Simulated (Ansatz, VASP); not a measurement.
One calculation of HfN, two programs

```
CELL_PARAMETERS angstrom
3.13391 0.00000 0.00000
-1.56695 2.71404 0.00000
0.00000 0.00000 5.41677
ATOMIC_POSITIONS crystal
Hf 0.66667 0.33333 0.75000
Hf 0.33333 0.66667 0.25000
N 0.00000 0.00000 0.00000
N 0.00000 0.00000 0.50000
```

Alike in both runs: task relaxation of cell and atoms; functional PBEsol; k mesh 9 × 9 × 5; no spin polarisation.

|  | VASP | Ansatz |
| --- | --- | --- |
| version | VASP 6.6.1 | Ansatz 0.2.0 |
| potentials or method | VASP PAW PBE potentials, release 64 (Hf_pv, N) | plane waves, PAW |
| plane-wave cutoff (eV) | 600 | 420 |
| occupations | fermi-dirac, width 0.1 eV | fermi-dirac |
| valence electrons in the cell | 30 | 62 |

Ansatz gave:

| Quantity | Value |
| --- | --- |
| relaxed volume (Å³/atom) | 11.42 |
| relaxed cell length with the largest relative difference (Å) | 3.126 |

Q: Estimate VASP's values.

A: Relaxed volume (Å³/atom): 11.33; relaxed cell length with the largest relative difference (Å): 3.117.

VASP's potentials were made for PBE, not for PBEsol. VASP's potentials hold 30 valence electrons a cell and Ansatz's 62, so a difference there can come from the potentials and not from the codes. Ansatz's warnings: stress scf threshold loose.

Neither program's run includes spin-orbit coupling.
